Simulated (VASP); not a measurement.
Write the native input for VASP 6.6.1 that does the following.

```yaml
Task: single point
Functional: r2SCAN
Potentials_or_basis: VASP PAW PBE potentials, release 64 (Ba_sv, Ti_sv, O)
Cutoff: 520 eV
k_mesh: 8 × 8 × 8
Occupations: gaussian, width 0.05 eV
Spin: no spin polarisation
Dipole_correction: no
Further_INCAR_settings: ALGO = Normal; EDIFF = 1e-06; NBANDS = 28
```

The system is BaTiO3.

```
CELL_PARAMETERS angstrom
4.05176 0.00000 0.00000
0.00000 4.05176 0.00000
0.00000 0.00000 4.11238
ATOMIC_POSITIONS crystal
Ba 0.00000 0.00000 0.99261
Ti 0.50000 0.50000 0.47453
O 0.50000 0.50000 0.03157
O 0.50000 0.00000 0.51464
O 0.00000 0.50000 0.51464
```

This cell differs from its parent crystal: strain +0.0200 x Voigt [1, 1, 0, 0, 0, 0].

One way to write it, as run:

POSCAR

```
BaTiO3
1.0
    4.0517631356      0.0000000000      0.0000000000
    0.0000000000      4.0517631356      0.0000000000
    0.0000000000      0.0000000000      4.1123825565
Ba Ti O
1 1 3
Direct
    0.0000000000      0.0000000000      0.9926109048
    0.5000000000      0.5000000000      0.4745255192
    0.5000000000      0.5000000000      0.0315737038
    0.5000000000      0.0000000000      0.5146449361
    0.0000000000      0.5000000000      0.5146449361
```

INCAR.step1

```
ALGO     = Normal         # electronic algorithm
EDIFF    = 1E-4           # SCF threshold, eV
ENCUT    = 520            # plane-wave cutoff, eV
GGA      = PE             # functional
ISMEAR   = 0              # smearing method
LASPH    = T              # aspherical terms in the spheres
LCHARG   = F              # write CHGCAR
LREAL    = F              # projectors in reciprocal space
LWAVE    = T              # write WAVECAR
NBANDS   = 28             # bands
NELM     = 80             # most SCF steps
PREC     = Accurate       # precision mode
SIGMA    = 0.05           # smearing width, eV
```

INCAR.step2

```
ALGO     = Normal         # electronic algorithm
EDIFF    = 1E-6           # SCF threshold, eV
ENCUT    = 520            # plane-wave cutoff, eV
ISIF     = 2              # what is computed and relaxed
ISMEAR   = 0              # smearing method
ISTART   = 1            
LASPH    = T              # aspherical terms in the spheres
LCHARG   = F              # write CHGCAR
LMIXTAU  = T            
LREAL    = F              # projectors in reciprocal space
LWAVE    = F              # write WAVECAR
METAGGA  = R2SCAN         # meta-GGA
NBANDS   = 28             # bands
NELM     = 80             # most SCF steps
PREC     = Accurate       # precision mode
SIGMA    = 0.05           # smearing width, eV
```

KPOINTS

```
k-points
0
Gamma
  8 8 8
```

Potentials or basis: VASP PAW PBE potentials, release 64 (Ba_sv, Ti_sv, O).

Launch:

```bash
$ cat potpaw_PBE.64/Ba_sv/POTCAR potpaw_PBE.64/Ti_sv/POTCAR potpaw_PBE.64/O/POTCAR > POTCAR
$ cp INCAR.step1 INCAR
$ mpirun -np 1 vasp_std > vasp.out
$ cp INCAR.step2 INCAR
$ mpirun -np 1 vasp_std > vasp.out
```

Results of the run:

The pressure is -4.6 GPa, the largest force is 0.084 eV/Å and the band gap on the k mesh is 2.12 eV (least direct gap 2.60 eV).

Caveat: the cell differs from its parent crystal (strain +0.0200 x Voigt [1, 1, 0, 0, 0, 0]); the cell stands under tension; the PAW data sets were made with another functional, which shifts forces and pressure a little; spin-orbit coupling is left out, which moves the levels of the heavy elements.

Run time: 5.2 min on 1 thread of Intel(R) Xeon(R) Platinum 8488C (Sapphire Rapids), on a shared host, peak memory 0.27 GiB.
